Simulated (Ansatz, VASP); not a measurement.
One calculation of Cs, two programs

INCAR

```
SYSTEM = Cs
PREC = Accurate
ENCUT = 520
EDIFF = 1E-7
ISMEAR = 0
SIGMA = 0.15
LREAL = .False.
LASPH = .True.
NELM = 100
ALGO = Normal
ISIF = 2
LWAVE = .False.
LCHARG = .True.
LELF = .True.
LVHAR = .True.
NBANDS = 10
```

Contents of KPOINTS:

```
Automatic mesh
0
Gamma
  12 12 12
  0 0 0
```

File POSCAR:

```
Cs
1.0
   -2.7500754600      2.8738288557      4.0972389800
    2.7500754600     -2.8738288557      4.0972389800
    2.7500754600      2.8738288557     -4.0972389800
Cs
1
Direct
    0.0000000000      0.0000000000      0.0000000000
```

Input for Ansatz:

```yaml
crystal:
  lattice:
    - [-2.75007546, 2.8738288557, 4.09723898]
    - [2.75007546, -2.8738288557, 4.09723898]
    - [2.75007546, 2.8738288557, -4.09723898]
  atoms:
    - { symbol: Cs, position: [0.0, 0.0, 0.0] }
basis:
  ecutwfc: 420
kpoints:
  mp_grid: { grid: [12, 12, 12] }
hamiltonian:
  xc: lda
scf:
  occupations: { method: gaussian, width: 0.15 }
output:
  forces: true
  stress: true
  eigenvalues: true
```

Change from the starting cell: strain +0.0450 x Voigt [0, 1, 0, 0, 0, 0], atoms carried along.

Alike in both runs: task single point; functional LDA; k mesh 12 × 12 × 12; occupations gaussian, width 0.15 eV; no spin polarisation.

|  | VASP | Ansatz |
| --- | --- | --- |
| version | VASP 6.6.1 | Ansatz 0.2.0 |
| potentials or method | VASP PAW LDA potentials, release 64 (Cs_sv), cutoff 520 eV | scalar-relativistic, plane waves, PAW |
| valence electrons in the cell | 9 | 9 |

```csv
,VASP,Ansatz,Ansatz less VASP
gap on the k mesh at the Fermi level (eV),none,none,-
pressure (GPa),-0.4,-0.4,+0.01
```

LDA's correlation is that of Perdew and Zunger in VASP and of Perdew and Wang (1992) in Ansatz. A gap of «none» marks a metal or a gap that the smearing closes.

Neither program's run includes spin-orbit coupling.
